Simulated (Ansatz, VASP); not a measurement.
**One calculation of Al2Pt, two programs**

```
CELL_PARAMETERS angstrom
0.00000 2.95500 2.95500
2.95500 0.00000 2.95500
2.95500 2.95500 0.00000
ATOMIC_POSITIONS crystal
Pt 0.00000 0.00000 0.00000
Al 0.75000 0.75000 0.75000
Al 0.25000 0.25000 0.25000
```

Alike in both runs: functional PBE; k mesh 8 × 8 × 8; occupations fermi-dirac, width 0.05 eV; non-collinear spin, spin-orbit coupling.

|  | VASP | Ansatz |
| --- | --- | --- |
| version | VASP 6.6.1 | Ansatz 0.2.0 |
| potentials or method | VASP PAW PBE potentials, release 64 (Pt, Al) | Ansatz PAW |
| plane-wave cutoff (eV) | 520 | 420 |
| valence electrons in the cell | 16 | 24 |
| task | single point | band structure |

```tsv
	VASP	Ansatz	Ansatz less VASP
pressure (GPa)	2.0	2.0	0.00
net moment per atom (μB)	0.00	0.00	0.000
```

VASP's potentials hold 16 valence electrons a cell and Ansatz's 24, so a difference there can come from the potentials and not from the codes.
